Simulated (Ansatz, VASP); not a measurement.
Ru2F: VASP beside Ansatz

```xyz
3
Lattice="0.0000 2.7400 2.7400 2.7400 0.0000 2.7400 2.7400 2.7400 0.0000" Properties=species:S:1:pos:R:3 pbc="T T T"
Ru    1.3700    1.3700    1.3700
Ru    4.1100    4.1100    4.1100
F     2.7400    2.7400    2.7400
```

Alike in both runs: functional PBE; k mesh 14 × 14 × 14; occupations gaussian, width 0.1 eV; no spin polarisation.

Ansatz relaxed the structure, and its values are those at the end. VASP's run is a single point on that final structure, the one shown.

|  | VASP | Ansatz |
| --- | --- | --- |
| version | VASP 6.6.1 | Ansatz 0.2.0 |
| potentials or method | VASP PAW PBE potentials, release 64 (Ru_pv, F), cutoff 520 eV | scalar-relativistic, plane waves, PAW |
| valence electrons in the cell | 35 | 39 |

```tsv
	VASP	Ansatz	Ansatz less VASP
gap on the k mesh at the Fermi level (eV)	none	none	-
pressure (GPa)	-0.1	0.0	+0.11
```

A gap of «none» marks a metal or a gap that the smearing closes. VASP's potentials hold 35 valence electrons a cell and Ansatz's 39, so a difference there can come from the potentials and not from the codes.
